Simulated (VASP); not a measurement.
Ta4C3, 7 atoms in the cell. Symmetry: Pm-3m, No. 221, cubic system. Conventional cell: a = 4.380 Å, b = 4.380 Å, c = 4.380 Å, α = 90.00°, β = 90.00°, γ = 90.00°. Within 2.9 Å of Ta (site symmetry 4/mmm) lie 4 C at 2.19 Å. Within 2.9 Å of Ta (site symmetry m-3m) lie 6 C at 2.19 Å. Within 2.9 Å of C (site symmetry 4/mmm) lie 6 Ta at 2.19 Å. 

- Program: VASP 6.6.1
- Task: single point
- Functional: r2SCAN
- Potentials or basis: VASP PAW PBE potentials, release 64 (Ta_pv, C)
- Cutoff: 520 eV
- k mesh: 8 × 8 × 8
- Occupations: gaussian, width 0.1 eV
- Spin: no spin polarisation
- Dipole correction: no
- Further INCAR settings: ALGO = Normal; EDIFF = 1e-06; NBANDS = 37

Potentials or basis: VASP PAW PBE potentials, release 64 (Ta_pv, C).

Command:

```console
$ cat potpaw_PBE.64/Ta_pv/POTCAR potpaw_PBE.64/C/POTCAR > POTCAR
$ cp INCAR.step1 INCAR
$ mpirun -np 1 vasp_std > vasp.out
$ cp INCAR.step2 INCAR
$ mpirun -np 1 vasp_std > vasp.out
```

Hardware: 1 thread of Intel Xeon 8259CL (shared host).

Q: Estimate the wall time of this run.

A: Run time: 8.8 min on 1 thread of Intel Xeon 8259CL, on a shared host, peak memory 0.27 GiB. Counts: k points 35.
